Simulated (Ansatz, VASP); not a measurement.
## One calculation of Sn, two programs

The input POSCAR:

```
Sn
1.0
   -3.1118740593      3.1118740593      1.5487800391
    3.1118740593     -3.1118740593      1.5487800391
    3.1118740593      3.1118740593     -1.5487800391
Sn
2
Direct
    0.7500000000      0.2500000000      0.5000000000
    0.0000000000      0.0000000000      0.0000000000
```

File INCAR.step1:

```
SYSTEM = Sn
PREC = Accurate
ENCUT = 520
ISMEAR = 0
SIGMA = 0.1
LREAL = .False.
LASPH = .True.
NELM = 100
NBANDS = 21
GGA = PE
ALGO = Normal
EDIFF = 1E-4
LWAVE = .True.
LCHARG = .False.
```

INCAR.step2

```
SYSTEM = Sn
PREC = Accurate
ENCUT = 520
EDIFF = 1E-6
ISMEAR = 0
SIGMA = 0.1
LREAL = .False.
LASPH = .True.
NELM = 100
ALGO = Normal
ISIF = 2
LWAVE = .False.
LCHARG = .False.
METAGGA = R2SCAN
LMIXTAU = .True.
NBANDS = 21
ISTART = 1
```

Contents of KPOINTS:

```
regular mesh
0
Gamma
  14 14 14
  0 0 0
```

Input for Ansatz:

```yaml
crystal:
  lattice:
    - [-3.1118740593, 3.1118740593, 1.5487800391]
    - [3.1118740593, -3.1118740593, 1.5487800391]
    - [3.1118740593, 3.1118740593, -1.5487800391]
  atoms:
    - { symbol: Sn, position: [0.75, 0.25, 0.5] }
    - { symbol: Sn, position: [0.0, 0.0, 0.0] }
basis:
  ecutwfc: 500
kpoints:
  mp_grid: { grid: [14, 14, 14] }
hamiltonian:
  xc: r2scan
scf:
  occupations: { method: gaussian, width: 0.1 }
output:
  forces: true
  stress: true
  eigenvalues: true
```

Alike in both runs: task single point; functional r2SCAN; k mesh 14 × 14 × 14; occupations gaussian, width 0.1 eV; no spin polarisation.

|  | VASP | Ansatz |
| --- | --- | --- |
| version | VASP 6.6.1 | Ansatz 0.2.0 |
| potentials or method | VASP PAW PBE potentials, release 64 (Sn_d), cutoff 520 eV | scalar-relativistic, plane waves, PAW |
| valence electrons in the cell | 28 | 28 |

```csv
,VASP,Ansatz,Ansatz less VASP
gap on the k mesh at the Fermi level (eV),none,none,-
pressure (GPa),-3.3,-3.3,+0.04
"traceless stress, the component that is largest in VASP (GPa)",2.98,2.97,-0.009
```

VASP's potentials were made for PBE, not for r2SCAN. A gap of «none» marks a metal or a gap that the smearing closes. With one functional, cell and mesh, what is left measures potentials, basis and numerics.
